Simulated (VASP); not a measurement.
## SnO: single point with PBE+D3(BJ)

The system is SnO, a slab with vacuum.

```
Sn O
1.0
     3.82017    0.00000    0.00000
     0.00000    3.82017    0.00000
     0.00000    0.00000   30.63191
Sn O
2 2
Direct
  0.50000 0.00000 0.46143
  0.00000 0.50000 0.53857
  0.00000 0.00000 0.50000
  0.50000 0.50000 0.50000
```

This cell differs from its parent crystal: atoms taken out.

```yaml
Program: VASP 6.6.1
Task: single point
Functional: PBE
Dispersion: D3(BJ)
Potentials_or_basis: VASP PAW PBE potentials, release 64 (Sn_d, O_h)
Cutoff: 910 eV
k_mesh: 6 × 6 × 1
Occupations: gaussian, width 0.02 eV
Spin: no spin polarisation
```

The largest force is 0.089 eV/Å, the band gap on the k mesh is 3.09 eV (least direct gap 3.14 eV) and the dispersion energy per atom is -0.137 eV.

Forces in eV/Å, atoms in the order of the input:
```
Sn   0.000  0.000 -0.089
Sn   0.000  0.000  0.089
O    0.000  0.000  0.000
O    0.000  0.000  0.000
```

Levels at points of the mesh, in eV from the valence-band top:
```csv
k point,band 18,band 19,band 20,band 21,band 22,band 23
"(0.00, 0.00, 0.00)",-1.68,-1.68,-0.05,3.09,3.16,5.21
"(0.50, 0.00, 0.00)",-3.31,-0.52,-0.52,3.21,3.21,5.79
"(0.50, 0.50, 0.00)",-1.03,-0.66,-0.66,3.12,3.12,5.23
```

It took 13 min on 1 thread of AMD EPYC 7R43 64-Core Processor (Zen 3), with other jobs on the host, peak memory 1 GiB.

Caveat: the cell differs from its parent crystal (atoms taken out); spin-orbit coupling is left out, which moves the levels of the heavy elements.
